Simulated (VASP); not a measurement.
# B2Ir6Pb5 (P1) in VASP: single point with PBE

Aim: the single point of B2Ir6Pb5 with PBE.

Program: VASP 6.6.1. These are calculated values, not measurements. Logs are shortened: lines on timing, memory, paths and dates and some standing lists are left out, and cuts for length are marked.

**1. The cell of the first run**

The typed cell holds 13 atoms: a = 7.062 Å, b = 6.995 Å, c = 5.966 Å, α = 90.05°, β = 89.95°, γ = 119.74°.

**2. Single point, PBE**

INCAR reads:

```
PREC = Accurate ; ENCUT = 520
EDIFF = 1E-6 ; ISMEAR = 1
SIGMA = 0.15 ; LREAL = F
LASPH = T ; NELM = 100
ALGO = Normal ; ISIF = 2
LWAVE = F ; LCHARG = F
GGA = PE ; NBANDS = 77
```

KPOINTS reads:

```
regular mesh
0
Gamma
  3 3 3
```

POSCAR reads:

```
B2Ir6Pb5
1.0
    7.0622760000      0.0357420000      0.0031970000
   -3.5001850000      6.0559240000     -0.0031050000
    0.0027130000     -0.0014760000      5.9662960000
Ir Pb B
6 5 2
Direct
    0.2432977263      0.0009529203      0.2586450850
    0.7563715684      0.7395735213      0.7203726158
    0.0222034418      0.2707836987      0.2426119654
    0.2418711121      0.0090907512      0.7654849784
    0.7488706815      0.7417509981      0.2566444905
    0.9916829327      0.2538857323      0.7380969541
    0.3378260977      0.6637337694      0.5181869728
    0.6624869961      0.3347708181      0.5008414756
    0.0041271981      0.5933656747      0.9986073781
    0.5881679877      1.0011209617      0.0025468243
    0.4170233684      0.4112429355      0.0008213950
    0.9950667274      0.9976459394      0.9909638178
    0.0020544195      1.0064729958      0.5104331952
```

Potentials or basis: VASP PAW PBE potentials, release 64 (Ir, Pb_d, B).

The run is started by

```sh
$ cat potpaw_PBE.64/Ir/POTCAR potpaw_PBE.64/Pb_d/POTCAR potpaw_PBE.64/B/POTCAR > POTCAR
$ mpirun -np 1 vasp_std > vasp.out
```

OUTCAR:

```text
PREC = Accurate
   ENCUT = 520
   EDIFF = 1E-6
   ISMEAR = 1
   LREAL = F
   LASPH = T
   NELM = 100
   ISIF = 2
   GGA = PE

 ion  position               nearest neighbor table
   1  0.243  0.001  0.259-  13 2.29  12 2.36  10 2.87   9 2.93  11 2.94   4 2.94   3 2.99   4 3.02
                             5 3.03   8 3.07   7 3.16
   2  0.756  0.740  0.720-  13 2.20  12 2.38   5 2.77   8 2.88  11 2.89   9 2.94   7 2.99   4 3.00
                            10 3.12   6 3.13   5 3.20
   3  0.022  0.271  0.243-  12 2.36  13 2.39   9 2.74  11 2.85   6 2.96   1 2.99   6 3.02   7 3.02
                            10 3.05   8 3.19   5 3.22
   4  0.242  0.009  0.765-  12 2.17  13 2.27  11 2.82  10 2.85   9 2.89   1 2.94   2 3.00   6 3.01
                             1 3.02   8 3.13   7 3.18
   5  0.749  0.742  0.257-  13 2.37  12 2.38   2 2.77  11 2.79   9 2.92   8 2.98  10 2.99   1 3.03
                             7 3.10   2 3.20   3 3.22
   6  0.992  0.254  0.738-  13 2.23  12 2.35   9 2.80  10 2.96   3 2.96   7 2.99   8 3.01   4 3.01
                             3 3.02  11 3.07   2 3.13
   7  0.338  0.664  0.518-   2 2.99   6 2.99   3 3.02   5 3.10   1 3.16   4 3.18  11 3.57   9 3.58
                            10 3.59  11 3.73  10 3.74   9 3.78   8 3.97   8 4.08
   8  0.662  0.335  0.501-   2 2.88   5 2.98   6 3.01   1 3.07   4 3.13   3 3.19  11 3.62  11 3.62
                            10 3.65  10 3.67   9 3.69   9 3.71   7 3.97   7 4.08
   9  0.004  0.593  0.999-   3 2.74   6 2.80  12 2.86   4 2.89   5 2.92   1 2.93   2 2.94   7 3.58
                            10 3.67  11 3.68   8 3.69  10 3.70   8 3.71  11 3.72   7 3.78
  10  0.588  0.001  0.003-   4 2.85   1 2.87  12 2.89   6 2.96   5 2.99   3 3.05   2 3.12   7 3.59
                            11 3.62   8 3.65   8 3.67   9 3.67  11 3.68   9 3.70   7 3.74
  11  0.417  0.411  0.001-   5 2.79   4 2.82   3 2.85   2 2.89   1 2.94  12 2.95   6 3.07   7 3.57
                             8 3.62   8 3.62  10 3.62  10 3.68   9 3.68   9 3.72   7 3.73
  12  0.995  0.998  0.991-   4 2.17   6 2.35   3 2.36   1 2.36   5 2.38   2 2.38   9 2.86  10 2.89
                            11 2.95
  13  0.002  0.006  0.510-   2 2.20   6 2.23   4 2.27   1 2.29   5 2.37   3 2.39

  LATTYP: Found a triclinic cell.
 ALAT       =     7.0623671677
 B/A-ratio  =     0.9904155112
 C/A-ratio  =     0.8448012766
 COS(alpha) =     0.0008856419
 COS(beta)  =     0.0009061441
 COS(gamma) =     0.4960189368

  Lattice vectors:

 A1 = (  -7.0622760000,  -0.0357420000,  -0.0031970000)
 A2 = (  -3.5001850000,   6.0559240000,  -0.0031050000)
 A3 = (  -0.0027130000,   0.0014760000,  -5.9662960000)

Analysis of symmetry for initial positions (statically):
=====================================================================
 Subroutine PRICEL returns:
 Original cell was already a primitive cell.

 Routine SETGRP: Setting up the symmetry group for a
 triclinic supercell.

 Subroutine GETGRP returns: Found  1 space group operations
 (whereof  1 operations were pure point group operations)
 out of a pool of  2 trial point group operations.

The static configuration has the point symmetry C_1 .

Analysis of symmetry for dynamics (positions and initial velocities):
=====================================================================
 Subroutine PRICEL returns:
 Original cell was already a primitive cell.

 Routine SETGRP: Setting up the symmetry group for a
 triclinic supercell.

 Subroutine GETGRP returns: Found  1 space group operations
 (whereof  1 operations were pure point group operations)
 out of a pool of  2 trial point group operations.

The dynamic configuration has the point symmetry C_1 .

 Subroutine INISYM returns: Found  1 space group operations
 (whereof  1 operations are pure point group operations),
 and found     1 'primitive' translations

----------------------------------------------------------------------------------------

                                     Primitive cell

  volume of cell :     255.9165

  direct lattice vectors                    reciprocal lattice vectors
     7.062276000  0.035742000  0.003197000     0.141184449  0.081601347 -0.000044012
    -3.500185000  6.055924000 -0.003105000    -0.000833288  0.164645968  0.000041111
     0.002713000 -0.001476000  5.966296000    -0.000076086  0.000041960  0.167608223

  length of vectors
     7.062367168  6.994677989  5.966296799     0.163070017  0.164648081  0.167608245
[... 51 lines left out ...]
     0.000000000  0.000000000  0.000000000

 Subroutine IBZKPT returns following result:
 ===========================================

 Found     14 irreducible k-points:

 Following reciprocal coordinates:
            Coordinates               Weight
  0.000000  0.000000  0.000000      1.000000
  0.333333  0.000000  0.000000      2.000000
 -0.000000  0.333333  0.000000      2.000000
  0.333333  0.333333  0.000000      2.000000
 -0.333333  0.333333  0.000000      2.000000
  0.000000 -0.000000  0.333333      2.000000
  0.333333  0.000000  0.333333      2.000000
 -0.333333 -0.000000  0.333333      2.000000
 -0.000000  0.333333  0.333333      2.000000
  0.333333  0.333333  0.333333      2.000000
 -0.333333  0.333333  0.333333      2.000000
  0.000000 -0.333333  0.333333      2.000000
  0.333333 -0.333333  0.333333      2.000000
 -0.333333 -0.333333  0.333333      2.000000
   k-points           NKPTS =     14   k-points in BZ     NKDIM =     14   number of bands    NBANDS=     77
   number of dos      NEDOS =    301   number of ions     NIONS =     13
   total plane-waves  NPLWV = 139968
   dimension x,y,z NGX =    54 NGY =   54 NGZ =   48
   dimension x,y,z NGXF=   108 NGYF=  108 NGZF=   96
   ions per type =               6   5   2
   NGX,Y,Z   is equivalent  to a cutoff of  12.71, 12.83, 13.37 a.u.
   NGXF,Y,Z  is equivalent  to a cutoff of  25.42, 25.67, 26.75 a.u.
 SYSTEM =  unknown system
   PREC   = accura    normal or accurate (medium, high low for compatibility)
   ISTART =      0    job   : 0-new  1-cont  2-samecut
   ICHARG =      2    charge: 1-file 2-atom 10-const
   ISPIN  =      1    spin polarized calculation?
   LNONCOLLINEAR =      F non collinear calculations
   LSORBIT =      F    spin-orbit coupling
   LASPH  =      T    aspherical Exc in radial PAW
   ENCUT  =  520.0 eV  38.22 Ry    6.18 a.u.  13.13 13.01 11.09*2*pi/ulx,y,z
   NELM   =    100;   NELMIN=  2; NELMDL= -5     # of ELM steps
   EDIFF  = 0.1E-05   stopping-criterion for ELM
   LREAL  =      F    real-space projection
   EDIFFG = 0.1E-04   stopping-criterion for IOM
   NSW    =      0    number of steps for IOM
   IBRION =     -1    ionic relax: 0-MD 1-quasi-New 2-CG
   NFREE  =      0    steps in history (QN), initial steepest desc. (CG)
   ISIF   =      2    stress and relaxation
   ISYM   =      2    0-nonsym 1-usesym 2-fastsym
   POTIM  = 0.5000    time-step for ionic-motion
   TEBEG  =    0.0;   TEEND  =   0.0 temperature during run
   PSTRESS=    0.0 pullay stress
   NELECT =     130.0000    total number of electrons
   NUPDOWN=      -1.0000    fix difference up-down
   EMIN   =  10.00;   EMAX   =-10.00  energy-range for DOS
   EFERMI =   0.00;   METHOD = LEGACY
   ISMEAR =     1;   SIGMA  =   0.15  broadening in eV -4-tet -1-fermi 0-gaus
   EFERMI_NEDOS =   21; number of points for ismear=-14 and -15
   IALGO  =     38    algorithm
   IMIX   =      4    mixing-type and parameters
     AMIX     =   0.40;   BMIX     =  1.00
     AMIX_MAG =   1.60;   BMIX_MAG =  1.00
  volume/ion in A,a.u.               =      19.69       132.85
  Fermi-wavevector in a.u.,A,eV,Ry     =   1.306241  2.468437 23.215139  1.706265
  Thomas-Fermi vector in A             =   2.437056
   LORBIT       =      0    0 simple, 1 ext, 2 COOP (PROOUT), +10 PAW based schemes
   GGA     = PE    functional components
   LHFCALC =     F    Hartree Fock is set to
   AEXX    =    0.0000 exact exchange contribution
   IVDW    =     0    specifies the selected vdW correction
   LEPSILON=     F    determine dielectric tensor
   LRPA    =     F    only Hartree local field effects (RPA)
 non-spin polarized calculation
 Methfessel and Paxton  Order N= 1 SIGMA  =   0.15
  energy-cutoff  :      520.00
  volume of cell :      255.92
 maximum number of plane-waves:      6919
 NGX is ok and might be reduce to    54
   NGX = 27   NGY = 25   NGZ = 23

 number of electron     129.9999996 magnetization

 Free energy of the ion-electron system (eV)
  ---------------------------------------------------
  ext. energy  EPLUGINS =         0.00000000
  ---------------------------------------------------
  free energy    TOTEN  =       -82.23883992 eV

  energy without entropy =      -82.25562398  energy(sigma->0) =      -82.24443461

 E-fermi :   7.5774     XC(G=0): -11.5138

 val. band max:        7.5075420365   @ k =   0.3333  -0.3333   0.3333
 cond. band min:       7.5859234630   @ k =   0.0000   0.0000   0.0000
 fundamental gap:      0.0783814265
 Fermi energy:         7.5774281210

 k-point     1 :       0.0000    0.0000    0.0000
  band No.  band energies     occupation
      1      -9.4886      2.00000
      2      -9.4772      2.00000
      3      -9.4713      2.00000
      4      -9.4499      2.00000
      5      -9.4394      2.00000
      6      -9.4270      2.00000
[... 1109 lines left out ...]
     76      10.8101      0.00000
     77      11.3135      0.00000

------------------------ aborting loop because EDIFF is reached ----------------------------------------

  FORCE on cell =-STRESS in cart. coord.  units (eV):
  Direction    XX          YY          ZZ          XY          YZ          ZX
  --------------------------------------------------------------------------------------
  -------------------------------------------------------------------------------------
  Total      -12.6755645    -12.6332239    -21.5820311     -0.9608393      0.3328247     -0.9550316
  in kB      -79.3559688    -79.0908938   -135.1153227     -6.0153794      2.0836644     -5.9790202
  external PRESSURE =     -97.8540618 kB  Pullay stress =       0.0000000 kB

 VOLUME and BASIS-vectors are now :
 -----------------------------------------------------------------------------
  energy-cutoff  :      520.00
  volume of cell :      255.92
      direct lattice vectors                 reciprocal lattice vectors
     7.062276000  0.035742000  0.003197000     0.141184449  0.081601347 -0.000044012
    -3.500185000  6.055924000 -0.003105000    -0.000833288  0.164645968  0.000041111
     0.002713000 -0.001476000  5.966296000    -0.000076086  0.000041960  0.167608223

 POSITION                                       TOTAL-FORCE (eV/Angst)
 -----------------------------------------------------------------------------------
      1.71560      0.01409      1.54393        -1.282678      0.024509      0.556281
      2.75501      4.50477      4.29808         0.197201      1.498779      1.106414
     -0.79033      1.64028      1.44672         0.456200     -1.903967      0.168862
      1.67842      0.06257      4.56785        -0.956779     -0.264606     -0.690522
      2.69316      4.51838      1.53131         0.692593      1.680861     -0.986353
      6.11689      1.57187      4.40609         0.790188     -1.503768      0.008777
      0.06404      4.03083      3.09068        -0.204142      0.122186     -0.434077
      3.50826      2.05029      2.98925         0.223658     -0.273112     -0.064763
     -2.04503      3.59205      5.95616        -0.350000      0.419074      0.140277
      4.14989      0.02781      0.01707         0.631424     -0.005387      0.172447
      1.50571      2.50536      0.00496        -0.287614     -0.125691      0.106100
      3.53818      6.07577      5.91247        -0.125260      0.227427      0.531595
     -0.00676      0.03852      3.04538         0.215209      0.103693     -0.615036
 -----------------------------------------------------------------------------------
    total drift:                               -0.000265     -0.000604      0.000170

  FREE ENERGIE OF THE ION-ELECTRON SYSTEM (eV)
  ---------------------------------------------------
  free  energy   TOTEN  =       -82.2388399184 eV

  energy  without entropy=      -82.2556239828  energy(sigma->0) =      -82.24443461
```

Run time: 3.5 min. Hardware: 1 thread of AMD EPYC 9R45 (Zen 5), shared host; peak memory 0.46 GiB.

Results:

```
Free energy            : -82.2388 eV
Pressure               : -9.8 GPa
Largest force          : 2.068 eV/Å
Band gap on the k mesh : zero (bands 65 and 66 overlap by 0.63 eV)
```

Forces on the atoms (eV/Å):
```
Ir  -1.283  0.025  0.556
Ir   0.197  1.499  1.106
Ir   0.456 -1.904  0.169
Ir  -0.957 -0.265 -0.691
Ir   0.693  1.681 -0.986
Ir   0.790 -1.504  0.009
Pb  -0.204  0.122 -0.434
Pb   0.224 -0.273 -0.065
Pb  -0.350  0.419  0.140
Pb   0.631 -0.005  0.172
Pb  -0.288 -0.126  0.106
B   -0.125  0.227  0.532
B    0.215  0.104 -0.615
```

Stress tensor (GPa, compression positive):
```
 -7.94  -0.60  -0.60
 -0.60  -7.91   0.21
 -0.60   0.21 -13.51
```

Levels at points of the mesh, in eV from the Fermi level:
```
           k point  band 63  band 64  band 65  band 66  band 67  band 68
(0.00, 0.00, 0.00)    -0.47    -0.46    -0.29     0.01     0.69     1.15
```

Caveat: the cell stands under tension; spin-orbit coupling is left out, which moves the levels of the heavy elements; forces of over 1 eV/Å act on the atoms, so gaps and moduli don't describe the material at rest.
